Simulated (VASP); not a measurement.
Wanted: the native input for a VASP 6.6.1 run.

| Quantity | Value |
| --- | --- |
| Task | single point |
| Functional | PBE |
| Potentials or basis | VASP PAW PBE potentials, release 64 (Zn, Cu) |
| Cutoff | 520 eV |
| k mesh | 10 × 10 × 10 |
| Occupations | fermi-dirac, width 0.2 eV |
| Spin | no spin polarisation |
| Dipole correction | no |
| Further INCAR settings | ALGO = Normal; EDIFF = 1e-07; NBANDS = 18 |

The structure of ZnCu lies in POSCAR:

```
ZnCu
1.0
    2.8642740932      0.0000000000      0.0000000000
    0.0000000000      2.8642740932      0.0000000000
    0.0000000000      0.0000000000      2.8642740932
Zn Cu
1 1
Direct
    0.5000000000      0.5000000000      0.5000000000
    0.0000000000      0.0000000000      0.0000000000
```

One way to write it, as run:

INCAR

```
ALGO = Normal ; EDIFF = 1E-7
ENCUT = 520 ; GGA = PE
ISIF = 2 ; ISMEAR = -1
LASPH = T ; LCHARG = F
LREAL = F ; LWAVE = F
NBANDS = 18 ; NELM = 60
PREC = Accurate ; SIGMA = 0.2
```

KPOINTS

```
k-points
0
Gamma
  10 10 10
```

Potentials or basis: VASP PAW PBE potentials, release 64 (Zn, Cu).

The run is started by

```bash
$ cat potpaw_PBE.64/Zn/POTCAR potpaw_PBE.64/Cu/POTCAR > POTCAR
$ mpirun -np 1 vasp_std > vasp.out
```

It gave:

```json
{
  "Pressure": "16.0 GPa"
}
```

Run time: 14 s on 1 thread of Intel Xeon 6975P-C, on a shared host, peak memory 0.15 GiB.
